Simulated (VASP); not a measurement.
Set up this calculation in VASP 6.6.1, as the native input.

```
Task                   : single point
Functional             : PBE
Potentials or basis    : VASP PAW PBE potentials, release 64 (Fe)
Cutoff                 : 600 eV
k mesh                 : 10 × 10 × 10
Occupations            : gaussian, width 0.05 eV
Spin                   : collinear spin, ferromagnetic start
Starting moments       : [2.43] μB
Dipole correction      : no
Further INCAR settings : ALGO = Normal; EDIFF = 1e-06; NBANDS = 14
```

The structure of Fe lies in POSCAR:

```
Fe
1.0
   -1.4066520618      1.4066520618      1.4066520618
    1.4066520618     -1.4066520618      1.4066520618
    1.4066520618      1.4066520618     -1.4066520618
Fe
1
Direct
    0.0000000000      0.0000000000      0.0000000000
```

One way to write it, as run:

INCAR

```
ALGO = Normal
EDIFF = 1E-6
ENCUT = 600
GGA = PE
GGA_COMPAT = False
ISIF = 2
ISMEAR = 0
ISPIN = 2
LASPH = True
LCHARG = False
LMAXMIX = 4
LORBIT = 11
LREAL = False
LWAVE = False
MAGMOM = 2.43
NBANDS = 14
NELM = 200
PREC = Accurate
SIGMA = 0.05
```

KPOINTS

```
k-points
0
Gamma
  10 10 10
```

Potentials or basis: VASP PAW PBE potentials, release 64 (Fe).

Launch:

```console
$ cat potpaw_PBE.64/Fe/POTCAR > POTCAR
$ mpirun -np 1 vasp_std > vasp.out
```

Results of the run:

```
Pressure                                              : 3.2 GPa
Net moment                                            : 2.13 μB per cell
Site moments                                          : Fe +2.13 μB
Valence electrons inside the program's atomic spheres : Fe 7.31
```

Run time: 17 s on 1 thread of Intel(R) Xeon(R) Platinum 8488C (Sapphire Rapids), with other jobs on the host, peak memory 0.14 GiB.
